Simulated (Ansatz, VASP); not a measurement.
# Ir: VASP beside Ansatz

The input INCAR:

```
SYSTEM = Ir
PREC = Accurate ; ENCUT = 520
EDIFF = 1E-7 ; ISMEAR = -1
SIGMA = 0.05 ; LREAL = .FALSE.
LASPH = .TRUE. ; NELM = 150
ALGO = Normal ; ISIF = 2
LWAVE = .FALSE. ; LCHARG = .FALSE.
ISPIN = 2 ; MAGMOM = 1
LORBIT = 11 ; LMAXMIX = 4
GGA = PE ; NBANDS = 14
```

Contents of KPOINTS:

```
regular mesh
0
G
  23 23 23
  0 0 0
```

Contents of POSCAR:

```
Ir
1.0
    0.0000000000      1.9095696122      1.9095696122
    1.9095696122      0.0000000000      1.9095696122
    1.9095696122      1.9095696122      0.0000000000
Ir
1
Direct
    0.0000000000      0.0000000000      0.0000000000
```

Input for Ansatz:

```yaml
crystal:
  lattice:
    - [0.0, 1.9095696122, 1.9095696122]
    - [1.9095696122, 0.0, 1.9095696122]
    - [1.9095696122, 1.9095696122, 0.0]
  atoms:
    - { symbol: Ir, position: [0.0, 0.0, 0.0], spin: 1.0 }
hamiltonian:
  xc: pbe
  pseudopotentials:
    kind: paw
    azcp:
      Ir: "pseudopotentials/Ir.paw.azcp"
basis:
  ecutwfc: 420
  fft_grid_basis: typed
kpoints:
  mp_grid: { grid: [23, 23, 23], shift: [0, 0, 0] }
magnetization:
  spin_polarized: true
scf:
  occupations: { method: fermi_dirac, width: 0.05 }
output:
  stress: true
```

Alike in both runs: task single point; functional PBE; k mesh 23 × 23 × 23; occupations fermi-dirac, width 0.05 eV; collinear spin.

|  | VASP | Ansatz |
| --- | --- | --- |
| version | VASP 6.6.1 | Ansatz 0.2.0 |
| potentials or method | VASP PAW PBE potentials, release 64 (Ir), cutoff 520 eV | plane waves (420 eV) with PAW, scalar-relativistic |
| valence electrons in the cell | 9 | 17 |

|  | VASP | Ansatz | Ansatz less VASP |
| --- | --- | --- | --- |
| pressure (GPa) | 16.2 | 15.5 | -0.69 |
| net moment per atom (μB) | 0.00 | 0.00 | 0.000 |

With one functional, cell and mesh, what is left measures potentials, basis and numerics. VASP's potentials hold 9 valence electrons a cell and Ansatz's 17, so a difference there can come from the potentials and not from the codes. Ansatz's warnings: seeded moment not kept.

Neither program's run includes spin-orbit coupling.
